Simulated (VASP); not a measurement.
# AgCl (R-3m) in VASP: further runs, part 2 of 2

VASP 6.6.1. The steps go on from the part before.

**3. Single point, PBEsol**

Input file INCAR:

```
SYSTEM = AgCl
ALGO = Normal ; EDIFF = 1E-6
ENCUT = 520 ; GGA = PS
ISIF = 2 ; ISMEAR = 0
LASPH = .True. ; LCHARG = .False.
LREAL = .False. ; LWAVE = .False.
NBANDS = 16 ; NELM = 60
PREC = Accurate ; SIGMA = 0.05
```

Input file KPOINTS:

```
k-points
0
Gamma
  12 12 12
  0 0 0
```

Input file POSCAR:

```
AgCl
1.0
    3.3314246288      0.0298244549      0.0298244549
    0.0298244549      3.3314246288      0.0298244549
    0.0298244549      0.0298244549      3.3314246288
Ag Cl
1 1
Direct
    0.0000000000      0.0000000000      0.0000000000
    0.5000000000      0.5000000000      0.5000000000
```

Potentials or basis: VASP PAW PBE potentials, release 64 (Ag, Cl).

Started as:

```sh
$ cat potpaw_PBE.64/Ag/POTCAR potpaw_PBE.64/Cl/POTCAR > POTCAR
$ mpirun -np 1 vasp_std > vasp.out
```

Run time: 2.4 min. Hardware: 1 thread of AMD EPYC, shared host; peak memory 0.21 GiB.

It converged, with:

| Item | Value |
| --- | --- |
| Free energy | -5.8224 eV |
| Pressure | -0.1 GPa |
| Band gap on the k mesh | 0.39 eV, indirect (least direct gap 2.20 eV) |

Stress tensor (GPa, compression positive):
```
-0.10  0.22  0.22
 0.22 -0.10  0.22
 0.22  0.22 -0.10
```

Levels at points of the mesh, in eV from the valence-band top:
```tsv
k point	band 5	band 6	band 7	band 8	band 9	band 10	band 11	band 12	band 13	band 14
(0.00, 0.00, 0.00)	-2.10	-2.06	-1.94	-1.94	-1.81	0.39	9.12	9.12	13.86	14.27
(0.50, 0.00, 0.00)	-3.04	-2.02	-1.65	-0.12	0.00	4.69	5.81	8.84	9.78	9.86
(0.50, 0.50, 0.00)	-2.45	-2.45	-2.40	-1.71	-1.15	2.53	8.98	9.18	10.48	13.68
(0.50, 0.50, 0.50)	-1.69	-1.69	-0.33	-0.19	-0.19	4.08	4.33	4.33	7.02	17.87
```

Caveat: the PAW data sets were made with another functional, which shifts forces and pressure a little.

**4. Single point, PBEsol**

Input file INCAR:

```
PREC = Accurate
ENCUT = 520
EDIFF = 1E-6
ISMEAR = 0
SIGMA = 0.05
LREAL = F
LASPH = T
NELM = 80
ALGO = Normal
ISIF = 2
LWAVE = F
LCHARG = T
GGA = PS
LELF = T
LVHAR = T
NBANDS = 16
```

Input file KPOINTS:

```
regular mesh
0
Gamma
  12 12 12
```

Input file POSCAR:

```
AgCl
1.0
    3.3322228245      0.0598838041      0.0598838041
    0.0598838041      3.3322228245      0.0598838041
    0.0598838041      0.0598838041      3.3322228245
Ag Cl
1 1
Direct
    0.0000000000      0.0000000000      0.0000000000
    0.5000000000      0.5000000000      0.5000000000
```

Potentials or basis: VASP PAW PBE potentials, release 64 (Ag, Cl).

Started as:

```sh
$ cat potpaw_PBE.64/Ag/POTCAR potpaw_PBE.64/Cl/POTCAR > POTCAR
$ mpirun -np 1 vasp_std > vasp.out
```

OUTCAR:

```text
PREC = Accurate
   ENCUT = 520
   EDIFF = 1E-6
   ISMEAR = 0
   LREAL = F
   LASPH = T
   NELM = 80
   ISIF = 2
   GGA = PS

 ion  position               nearest neighbor table
   1  0.000  0.000  0.000-   2 2.85   2 2.85   2 2.85   2 2.85   2 2.85   2 2.85   2 2.99   2 2.99

   2  0.500  0.500  0.500-   1 2.85   1 2.85   1 2.85   1 2.85   1 2.85   1 2.85   1 2.99   1 2.99

  LATTYP: Found a trigonal (rhomboedric) cell.
 ALAT       =     3.3332988303
 COS(alpha) =     0.0362418088

  Lattice vectors:
[... 194 lines left out ...]
      6       2.9958      2.00000
[... 433 lines left out ...]
      3       1.4120      2.00000
      4       1.8630      2.00000
      5       2.1412      2.00000
      6       2.8880      2.00000
[... 8 lines left out ...]
     15      19.9980      0.00000
     16      21.6727      0.00000

 [... further k-points ...]
[... 5 lines left out ...]
  --------------------------------------------------------------------------------------
  -------------------------------------------------------------------------------------
  Total       -0.0051412     -0.0051412     -0.0051412      0.1003937      0.1003937      0.1003937
  in kB       -0.2228379     -0.2228379     -0.2228379      4.3514191      4.3514191      4.3514191
  external PRESSURE =      -0.2228379 kB  Pullay stress =       0.0000000 kB

 VOLUME and BASIS-vectors are now :
 -----------------------------------------------------------------------------
  energy-cutoff  :      520.00
  volume of cell :       36.96
      direct lattice vectors                 reciprocal lattice vectors
     3.332222825  0.059883804  0.059883804     0.300290519 -0.005301289 -0.005301289
     0.059883804  3.332222825  0.059883804    -0.005301289  0.300290519 -0.005301289
     0.059883804  0.059883804  3.332222825    -0.005301289 -0.005301289  0.300290519

 POSITION                                       TOTAL-FORCE (eV/Angst)
 -----------------------------------------------------------------------------------
      0.00000      0.00000      0.00000        -0.000000      0.000000      0.000000
      1.72600      1.72600      1.72600         0.000000     -0.000000     -0.000000
 -----------------------------------------------------------------------------------
    total drift:                                0.000000      0.000000      0.000000

  FREE ENERGIE OF THE ION-ELECTRON SYSTEM (eV)
  ---------------------------------------------------
  free  energy   TOTEN  =        -5.8264695775 eV

  energy  without entropy=       -5.8264695772  energy(sigma->0) =       -5.82646958
```

OSZICAR:

```text
N       E                     dE             d eps       ncg     rms          rms(c)
DAV:   1     0.100938202005E+03    0.10094E+03   -0.87807E+03  6112   0.103E+03
DAV:   2    -0.260376006296E+01   -0.10354E+03   -0.94807E+02  7672   0.227E+02
DAV:   3    -0.607218158840E+01   -0.34684E+01   -0.34605E+01  7168   0.441E+01
DAV:   4    -0.609293972670E+01   -0.20758E-01   -0.20757E-01  7872   0.372E+00
DAV:   5    -0.609316383306E+01   -0.22411E-03   -0.22410E-03  7424   0.374E-01    0.742E+00
DAV:   6    -0.583599460232E+01    0.25717E+00   -0.43589E-01  7632   0.957E+00    0.491E+00
DAV:   7    -0.583005454347E+01    0.59401E-02   -0.95900E-02  6496   0.206E+00    0.235E+00
DAV:   8    -0.582668103168E+01    0.33735E-02   -0.56259E-03  7792   0.749E-01    0.381E-01
DAV:   9    -0.582645425621E+01    0.22678E-03   -0.50568E-04  7824   0.342E-01    0.537E-02
DAV:  10    -0.582646708328E+01   -0.12827E-04   -0.54042E-05  7024   0.764E-02    0.256E-02
DAV:  11    -0.582646958664E+01   -0.25034E-05   -0.24811E-06  7224   0.133E-02    0.511E-03
DAV:  12    -0.582646957750E+01    0.91436E-08   -0.56116E-07  4032   0.627E-03
   1 F= -.58264696E+01 E0= -.58264696E+01  d E =-.303325E-09
```

Wall time 2.8 min (1 thread of AMD EPYC, shared host); peak memory 0.21 GiB.

What came out:

```yaml
Free_energy: -5.8265 eV
Pressure: 0.0 GPa
Band_gap_on_the_k_mesh: 0.35 eV, indirect (least direct gap 2.14 eV)
```

Levels at points of the mesh, in eV from the valence-band top:
```csv
k point,band 5,band 6,band 7,band 8,band 9,band 10,band 11,band 12,band 13,band 14
"(0.00, 0.00, 0.00)",-2.17,-2.11,-2.04,-2.04,-1.79,0.35,9.08,9.08,13.55,14.33
"(0.50, 0.00, 0.00)",-3.08,-2.10,-1.70,-0.24,0.00,4.62,5.77,8.71,9.76,9.88
"(0.50, 0.50, 0.00)",-2.52,-2.51,-2.44,-1.77,-1.23,2.48,8.82,9.24,10.39,13.56
"(0.50, 0.50, 0.50)",-1.75,-1.75,-0.48,-0.20,-0.20,3.88,4.36,4.36,6.99,17.56
```

Caveat: the PAW data sets were made with another functional, which shifts forces and pressure a little. A k mesh can miss the band edges.

**5. The runs side by side**

| cell | gap on the mesh (eV) | pressure (GPa) |
| --- | --- | --- |
| a = 3.332 Å, angles 91.0°, 2 atoms | 0.39 | -0.1 |
| a = 3.332 Å, angles 89.0°, 2 atoms | 0.39 | -0.1 |
| a = 3.333 Å, angles 87.9°, 2 atoms | 0.35 | 0.0 |

Alike in all rows: task single point; level PBEsol; potentials or basis VASP PAW PBE potentials, release 64 (Ag, Cl); no spin polarisation; k mesh 12 × 12 × 12; cutoff (eV) 520; smearing gaussian 0.05 eV.

Caveats: the PAW data sets were made with another functional, which shifts forces and pressure a little.

Total energies depend on the potentials used, so only differences within one code and one set of settings carry meaning.
